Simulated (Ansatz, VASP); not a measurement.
# Two plane-wave programs on BC7

The input INCAR:

```
SYSTEM = BC7
PREC = Accurate
ENCUT = 520
EDIFF = 1E-6
ISMEAR = -1
SIGMA = 0.05
LREAL = .FALSE.
LASPH = .TRUE.
NELM = 100
ALGO = Normal
ISIF = 2
LWAVE = .FALSE.
LCHARG = .TRUE.
GGA = PE
LELF = .TRUE.
LVHAR = .TRUE.
NBANDS = 26
```

KPOINTS

```
Automatic mesh
0
G
  12 12 3
  0 0 0
```

File POSCAR:

```
BC7
1.0
    2.5358173008      0.0000000000      0.0000000000
   -1.2679086504      2.1960822018      0.0000000000
    0.0000000000      0.0000000000      8.5222680000
C B
7 1
Direct
    0.6666666667      0.3333333333      0.2390940000
    0.6666666667      0.3333333333      0.0635450000
    0.6666666667      0.3333333333      0.5735260000
    0.6666666667      0.3333333333      0.7549550000
    0.3333333333      0.6666666667      0.8162840000
    0.3333333333      0.6666666667      0.0000190000
    0.0000000000      0.0000000000      0.5121780000
    0.0000000000      0.0000000000      0.3228680000
```

File input.yaml:

```yaml
crystal:
  lattice:
    - [2.5358173008, 0.0, 0.0]
    - [-1.2679086504, 2.1960822018, 0.0]
    - [0.0, 0.0, 8.522268]
  atoms:
    - { symbol: C, position: [0.6666666667, 0.3333333333, 0.239094] }
    - { symbol: C, position: [0.6666666667, 0.3333333333, 0.063545] }
    - { symbol: C, position: [0.6666666667, 0.3333333333, 0.573526] }
    - { symbol: C, position: [0.6666666667, 0.3333333333, 0.754955] }
    - { symbol: C, position: [0.3333333333, 0.6666666667, 0.816284] }
    - { symbol: C, position: [0.3333333333, 0.6666666667, 1.9e-05] }
    - { symbol: C, position: [0.0, 0.0, 0.512178] }
    - { symbol: B, position: [0.0, 0.0, 0.322868] }
hamiltonian:
  xc: pbe
  pseudopotentials: { kind: paw }
kpoints:
  mp_grid: { grid: [12, 12, 3] }
scf:
  occupations: { method: fermi_dirac, width: 0.05 }
output:
  forces: true
  stress: true
  eigenvalues: true
```

Alike in both runs: task single point; functional PBE; k mesh 12 × 12 × 3; occupations fermi-dirac, width 0.05 eV; no spin polarisation.

|  | VASP | Ansatz |
| --- | --- | --- |
| version | VASP 6.6.1 | Ansatz 0.2.0 |
| potentials or method | VASP PAW PBE potentials, release 64 (C, B) | Ansatz PAW |
| plane-wave cutoff (eV) | 520 | 420 |
| valence electrons in the cell | 31 | 31 |

|  | VASP | Ansatz | Ansatz less VASP |
| --- | --- | --- | --- |
| gap on the k mesh at the Fermi level (eV) | none | none | - |
| pressure (GPa) | 0.0 | -0.5 | -0.53 |
| traceless stress, the component that is largest in VASP (GPa) | -0.09 | -0.13 | -0.035 |
| rms of the force components (eV/Å) | 0.026 | 0.028 | +0.0023 |

Atom by atom the forces differ by 0.006 eV/Å (rms over components). A gap of «none» marks a metal or a gap that the smearing closes. The functional is the same, so the differences come from potentials, cutoffs and numerics.
